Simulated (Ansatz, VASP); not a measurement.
# Two plane-wave programs on SrO

```xyz
4
Lattice="4.2700 0.0000 0.0000 -2.1350 3.6980 0.0000 0.0000 0.0000 5.1444" Properties=species:S:1:pos:R:3 pbc="T T T"
Sr    0.0000    2.4653   -0.3215
Sr    2.1350    1.2327    2.2507
O     0.0000    2.4653    2.2507
O     2.1350    1.2327    4.8229
```

Alike in both runs: task single point; functional PBE; k mesh 6 × 6 × 4; non-collinear spin, spin-orbit coupling.

```csv
,VASP,Ansatz
version,VASP 6.6.1,Ansatz 0.2.0
potentials or method,"VASP PAW PBE potentials, release 64 (Sr_sv, O)","plane waves, PAW"
plane-wave cutoff (eV),520,420
occupations,"gaussian, width 0.01 eV",fixed
valence electrons in the cell,32,32
```

```tsv
	VASP	Ansatz	Ansatz less VASP
net moment per atom (μB)	0.00	0.00	0.000
```

Ansatz's warnings: optics gap not shown off mesh.
